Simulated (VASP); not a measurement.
# Ta2N (P-3m1) in VASP: notebook, part 2 of 2

VASP 6.6.1. The steps go on from the part before.

### Step 6. Single point, PBEsol (12.14 Å³/atom)

This run uses another cell than the first one, of 12.14 Å³/atom.

INCAR reads:

```
SYSTEM = Ta2N
PREC     = Accurate       ! precision mode
ENCUT    = 520            ! plane-wave cutoff, eV
EDIFF    = 1E-6           ! SCF threshold, eV
ISMEAR   = 0              ! smearing method
SIGMA    = 0.15           ! smearing width, eV
LREAL    = .FALSE.        ! projectors in reciprocal space
LASPH    = .TRUE.         ! aspherical terms in the spheres
NELM     = 80             ! most SCF steps
ALGO     = Normal         ! electronic algorithm
ISIF     = 2              ! what is computed and relaxed
LWAVE    = .FALSE.        ! write WAVECAR
LCHARG   = .FALSE.        ! write CHGCAR
GGA      = PS             ! functional
NBANDS   = 20             ! bands
```

KPOINTS reads:

```
regular mesh
0
G
  18 18 10
  0 0 0
```

POSCAR reads:

```
Ta2N
1.0
    2.9343269571      0.0000000000      0.0000000000
   -1.4671634785      2.5412016879      0.0000000000
    0.0000000000      0.0000000000      4.8841872201
Ta N
2 1
Direct
    0.6666666667      0.3333333333      0.7463700642
    0.3333333333      0.6666666667      0.2536299358
    0.0000000000      0.0000000000      0.0000000000
```

Potentials or basis: VASP PAW PBE potentials, release 64 (Ta_pv, N).

Run with:

```bash
$ cat potpaw_PBE.64/Ta_pv/POTCAR potpaw_PBE.64/N/POTCAR > POTCAR
$ mpirun -np 1 vasp_std > vasp.out
```

OUTCAR:

```text
SYSTEM = Ta2N
   PREC = Accurate
   ENCUT = 520
   EDIFF = 1E-6
   ISMEAR = 0
   LREAL = .FALSE.
   LASPH = .TRUE.
   NELM = 80
   ISIF = 2
   GGA = PS

 ion  position               nearest neighbor table
   1  0.667  0.333  0.746-   3 2.10   3 2.10   3 2.10   2 2.94   2 2.94   2 2.94   2 3.00   2 3.00
                             2 3.00
   2  0.333  0.667  0.254-   3 2.10   3 2.10   3 2.10   1 2.94   1 2.94   1 2.94   1 3.00   1 3.00
                             1 3.00
   3  0.000  0.000  0.000-   1 2.10   2 2.10   1 2.10   2 2.10   1 2.10   2 2.10

  LATTYP: Found a hexagonal cell.
 ALAT       =     2.9343269571
 C/A-ratio  =     1.6645000000

  Lattice vectors:

 A1 = (   2.9343269571,   0.0000000000,   0.0000000000)
 A2 = (  -1.4671634785,   2.5412016879,   0.0000000000)
 A3 = (   0.0000000000,   0.0000000000,   4.8841872201)

Analysis of symmetry for initial positions (statically):
=====================================================================
 Subroutine PRICEL returns:
 Original cell was already a primitive cell.

 Routine SETGRP: Setting up the symmetry group for a
 hexagonal supercell.

 Subroutine GETGRP returns: Found 12 space group operations
 (whereof 12 operations were pure point group operations)
 out of a pool of 24 trial point group operations.

The static configuration has the point symmetry D_3d.

Analysis of symmetry for dynamics (positions and initial velocities):
=====================================================================
 Subroutine PRICEL returns:
 Original cell was already a primitive cell.

 Routine SETGRP: Setting up the symmetry group for a
 hexagonal supercell.

 Subroutine GETGRP returns: Found 12 space group operations
 (whereof 12 operations were pure point group operations)
 out of a pool of 24 trial point group operations.

The dynamic configuration has the point symmetry D_3d.

 Subroutine INISYM returns: Found 12 space group operations
 (whereof 12 operations are pure point group operations),
 and found     1 'primitive' translations

----------------------------------------------------------------------------------------

                                     Primitive cell

  volume of cell :      36.4200

  direct lattice vectors                    reciprocal lattice vectors
     2.934326957  0.000000000  0.000000000     0.340793652  0.196757307  0.000000000
    -1.467163479  2.541201688  0.000000000     0.000000000  0.393514613  0.000000000
     0.000000000  0.000000000  4.884187220     0.000000000  0.000000000  0.204742356

  length of vectors
     2.934326957  2.934326957  4.884187220     0.393514613  0.393514613  0.204742356

  position of ions in fractional coordinates (direct lattice)
     0.666666667  0.333333333  0.746370064
     0.333333333  0.666666667  0.253629936
     0.000000000  0.000000000  0.000000000

  ion indices of the primitive-cell ions
   primitive index   ion index
                 1           1
                 2           2
                 3           3

----------------------------------------------------------------------------------------

 KPOINTS: regular mesh

Automatic generation of k-mesh.
 Grid dimensions read from file:
 generate k-points for:   18   18   10

 Generating k-lattice:

  Cartesian coordinates                     Fractional coordinates (reciprocal lattice)
     0.018932981  0.010930961  0.000000000     0.055555556  0.000000000  0.000000000
     0.000000000  0.021861923  0.000000000     0.000000000  0.055555556  0.000000000
     0.000000000  0.000000000  0.020474236     0.000000000  0.000000000  0.100000000

  Length of vectors
     0.021861923  0.021861923  0.020474236

  Shift w.r.t. Gamma in fractional coordinates (k-lattice)
     0.000000000  0.000000000  0.000000000

 Subroutine IBZKPT returns following result:
 ===========================================

 Found    330 irreducible k-points:

 Following reciprocal coordinates:
            Coordinates               Weight
  0.000000  0.000000  0.000000      1.000000
  0.055556 -0.000000  0.000000      6.000000
  0.111111 -0.000000  0.000000      6.000000
  0.166667 -0.000000  0.000000      6.000000
  0.222222  0.000000  0.000000      6.000000
  0.277778  0.000000  0.000000      6.000000
[... 16 lines left out ...]
  0.333333  0.111111  0.000000     12.000000
  0.388889  0.111111  0.000000     12.000000
 [... further k-points ...]
   k-points           NKPTS =    330   k-points in BZ     NKDIM =    330   number of bands    NBANDS=     20
   number of dos      NEDOS =    301   number of ions     NIONS =      3
   total plane-waves  NPLWV =  20736
   dimension x,y,z NGX =    24 NGY =   24 NGZ =   36
   dimension x,y,z NGXF=    48 NGYF=   48 NGZF=   72
   ions per type =               2   1
   NGX,Y,Z   is equivalent  to a cutoff of  13.60, 13.60, 12.25 a.u.
   NGXF,Y,Z  is equivalent  to a cutoff of  27.19, 27.19, 24.51 a.u.
 SYSTEM =  Ta2N
   PREC   = accura    normal or accurate (medium, high low for compatibility)
   ISTART =      0    job   : 0-new  1-cont  2-samecut
   ICHARG =      2    charge: 1-file 2-atom 10-const
   ISPIN  =      1    spin polarized calculation?
   LNONCOLLINEAR =      F non collinear calculations
   LSORBIT =      F    spin-orbit coupling
   LASPH  =      T    aspherical Exc in radial PAW
   ENCUT  =  520.0 eV  38.22 Ry    6.18 a.u.   5.46  5.46  9.08*2*pi/ulx,y,z
   NELM   =     80;   NELMIN=  2; NELMDL= -5     # of ELM steps
   EDIFF  = 0.1E-05   stopping-criterion for ELM
   LREAL  =      F    real-space projection
[... 7 lines left out ...]
   TEBEG  =    0.0;   TEEND  =   0.0 temperature during run
   PSTRESS=    0.0 pullay stress
   NELECT =      27.0000    total number of electrons
   NUPDOWN=      -1.0000    fix difference up-down
   EMIN   =  10.00;   EMAX   =-10.00  energy-range for DOS
   EFERMI =   0.00;   METHOD = LEGACY
   ISMEAR =     0;   SIGMA  =   0.15  broadening in eV -4-tet -1-fermi 0-gaus
   EFERMI_NEDOS =   21; number of points for ismear=-14 and -15
   IALGO  =     38    algorithm
   IMIX   =      4    mixing-type and parameters
     AMIX     =   0.40;   BMIX     =  1.00
     AMIX_MAG =   1.60;   BMIX_MAG =  1.00
  volume/ion in A,a.u.               =      12.14        81.92
  Fermi-wavevector in a.u.,A,eV,Ry     =   1.481663  2.799937 29.869214  2.195325
  Thomas-Fermi vector in A             =   2.595545
   LORBIT       =      0    0 simple, 1 ext, 2 COOP (PROOUT), +10 PAW based schemes
   GGA     = PS    functional components
   LHFCALC =     F    Hartree Fock is set to
   AEXX    =    0.0000 exact exchange contribution
   IVDW    =     0    specifies the selected vdW correction
   LEPSILON=     F    determine dielectric tensor
   LRPA    =     F    only Hartree local field effects (RPA)
 non-spin polarized calculation
 Gauss-broadening in eV      SIGMA  =   0.15
  energy-cutoff  :      520.00
  volume of cell :       36.42
 maximum number of plane-waves:      1014
 NGX is ok and might be reduce to    24
   NGX = 11   NGY = 11   NGZ = 19

 number of electron      27.0000004 magnetization

 Free energy of the ion-electron system (eV)
  ---------------------------------------------------
  ext. energy  EPLUGINS =         0.00000000
  ---------------------------------------------------
  free energy    TOTEN  =       -36.13434230 eV

  energy without entropy =      -36.12218505  energy(sigma->0) =      -36.12826368

 E-fermi :   8.3468     XC(G=0): -13.5922

 val. band max:        8.3429137338   @ k =   0.1667   0.1667   0.1000
 cond. band min:       8.3575607545   @ k =   0.3333   0.2778   0.5000
 fundamental gap:      0.0146470207
 Fermi energy:         8.3467626022

 k-point     1 :       0.0000    0.0000    0.0000
  band No.  band energies     occupation
      1     -27.2932      2.00000
      2     -26.0991      2.00000
      3     -26.0991      2.00000
      4     -26.0031      2.00000
      5     -25.9725      2.00000
      6     -25.9725      2.00000
[... 12 lines left out ...]
     19       9.7813      0.00000
     20      13.9757      0.00000
[... 507 lines left out ...]
 k-point    24 :       0.3889    0.1111    0.0000
  band No.  band energies     occupation
      1     -27.1581      2.00000
      2     -26.9063      2.00000
      3     -26.6580      2.00000
      4     -26.4744      2.00000
      5     -26.2531      2.00000
      6     -26.2095      2.00000
[... 12 lines left out ...]
     19      13.8117      0.00000
     20      14.2452      0.00000

 [... further k-points ...]

------------------------ aborting loop because EDIFF is reached ----------------------------------------

  FORCE on cell =-STRESS in cart. coord.  units (eV):
  Direction    XX          YY          ZZ          XY          YZ          ZX
  --------------------------------------------------------------------------------------
  -------------------------------------------------------------------------------------
  Total        8.3385034      8.3385034      4.8732289      0.0000000      0.0000000     -0.0000000
  in kB      366.8248535    366.8248535    214.3815711      0.0000000      0.0000000     -0.0000000
  external PRESSURE =     316.0104260 kB  Pullay stress =       0.0000000 kB

 VOLUME and BASIS-vectors are now :
 -----------------------------------------------------------------------------
  energy-cutoff  :      520.00
  volume of cell :       36.42
      direct lattice vectors                 reciprocal lattice vectors
     2.934326957  0.000000000  0.000000000     0.340793652  0.196757307  0.000000000
    -1.467163479  2.541201688  0.000000000     0.000000000  0.393514613  0.000000000
     0.000000000  0.000000000  4.884187220     0.000000000  0.000000000  0.204742356

 POSITION                                       TOTAL-FORCE (eV/Angst)
 -----------------------------------------------------------------------------------
      1.46716      0.84707      3.64541         0.000000     -0.000000     -1.283574
     -0.00000      1.69413      1.23878        -0.000000      0.000000      1.283574
      0.00000      0.00000      0.00000        -0.000000      0.000000      0.000000
 -----------------------------------------------------------------------------------
    total drift:                                0.000000     -0.000000      0.000000

  FREE ENERGIE OF THE ION-ELECTRON SYSTEM (eV)
  ---------------------------------------------------
  free  energy   TOTEN  =       -36.1343422980 eV

  energy  without entropy=      -36.1221850540  energy(sigma->0) =      -36.12826368
```

Run time: 4.2 min. Hardware: 1 thread of Intel Xeon 8259CL, shared host; peak memory 0.33 GiB.

What came out:

| Item | Value |
| --- | --- |
| Free energy | -36.1343 eV |
| Pressure | 31.6 GPa |
| Largest force | 1.284 eV/Å |
| Band gap on the k mesh | zero (an odd number of electrons rules out a gap without spin polarisation) |

Forces in eV/Å, atoms in the order of the input:
```
Ta   0.000  0.000 -1.284
Ta   0.000  0.000  1.284
N    0.000  0.000  0.000
```

Stress tensor (GPa, compression positive):
```
36.68  0.00  0.00
 0.00 36.68  0.00
 0.00  0.00 21.44
```

Caveat: the cell stands under pressure; the PAW data sets were made with another functional, which shifts forces and pressure a little; spin-orbit coupling is left out, which moves the levels of the heavy elements.

### Step 7. The runs side by side

| cell | gap on the mesh (eV) | pressure (GPa) | largest force (eV/Å) |
| --- | --- | --- | --- |
| a = 2.947, b = 2.947, c = 5.054 Å, angles 90.0, 90.0, 120.0°, 3 atoms | none | 15.2 | 1.09 |
| a = 3.006, b = 3.006, c = 4.855 Å, angles 90.0, 90.0, 120.0°, 3 atoms | none | 14.3 | 0.63 |
| a = 3.067, b = 3.067, c = 4.664 Å, angles 90.0, 90.0, 120.0°, 3 atoms | none | 14.4 | 0.11 |
| a = 3.117, b = 3.117, c = 4.329 Å, angles 90.0, 90.0, 120.0°, 3 atoms | none | 32.5 | 0.40 |
| a = 2.934, b = 2.934, c = 4.884 Å, angles 90.0, 90.0, 120.0°, 3 atoms | none | 31.6 | 1.28 |

Alike in all rows: task single point; level PBEsol; potentials or basis VASP PAW PBE potentials, release 64 (Ta_pv, N); no spin polarisation; k mesh 18 × 18 × 10; cutoff (eV) 520; smearing gaussian 0.15 eV.

Caveats: the cell stands under pressure; the PAW data sets were made with another functional, which shifts forces and pressure a little; spin-orbit coupling is left out, which moves the levels of the heavy elements.

Total energies depend on the potentials used, so only differences within one code and one set of settings carry meaning.
